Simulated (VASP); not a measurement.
A run of VASP 6.6.1 is set up as follows.

Contents of POSCAR:

```
CdS
1.0
    2.9686669765      2.9686669765      0.0000000000
   -2.9686669765      2.9686669765      0.0000000000
    0.0000000000      2.9686669765      2.9216385887
Cd S
1 1
Direct
    0.0000000000      0.0000000000      0.0000000000
    0.7500000000      0.2500000000      0.5000000000
```

Contents of INCAR.step1:

```
SYSTEM = CdS
  PREC = Accurate
  ENCUT = 520
  ISMEAR = 0
  SIGMA = 0.01
  LREAL = .FALSE.
  LASPH = .TRUE.
  NELM = 60
  NBANDS = 16
  GGA = PE
  ALGO = Normal
  EDIFF = 1E-4
  LWAVE = .TRUE.
  LCHARG = .FALSE.
```

Contents of INCAR.step2:

```
SYSTEM = CdS
  PREC = Accurate
  ENCUT = 520
  EDIFF = 1E-6
  ISMEAR = 0
  SIGMA = 0.01
  LREAL = .FALSE.
  LASPH = .TRUE.
  NELM = 60
  ALGO = Normal
  ISIF = 2
  LWAVE = .FALSE.
  LCHARG = .TRUE.
  METAGGA = R2SCAN
  LMIXTAU = .TRUE.
  LELF = .TRUE.
  LVHAR = .TRUE.
  NBANDS = 16
  ISTART = 1
```

The input KPOINTS:

```
regular mesh
0
G
  8 8 8
  0 0 0
```

Potentials or basis: VASP PAW PBE potentials, release 64 (Cd, S).

Run with:

```bash
$ cat potpaw_PBE.64/Cd/POTCAR potpaw_PBE.64/S/POTCAR > POTCAR
$ cp INCAR.step1 INCAR
$ mpirun -np 1 vasp_std > vasp.out
$ cp INCAR.step2 INCAR
$ mpirun -np 1 vasp_std > vasp.out
```

Question: Predict the pressure.

Answer: -0.6 GPa.

Question: Predict the band gap on the k mesh.

Answer: 1.47 eV, direct.

Stress tensor (GPa, compression positive):
```
-0.66  0.00  0.00
 0.00 -0.66  0.00
 0.00  0.00 -0.36
```

Caveat: the cell differs from its parent crystal (in-plane strain +0.01); the PAW data sets were made with another functional, which shifts forces and pressure a little.
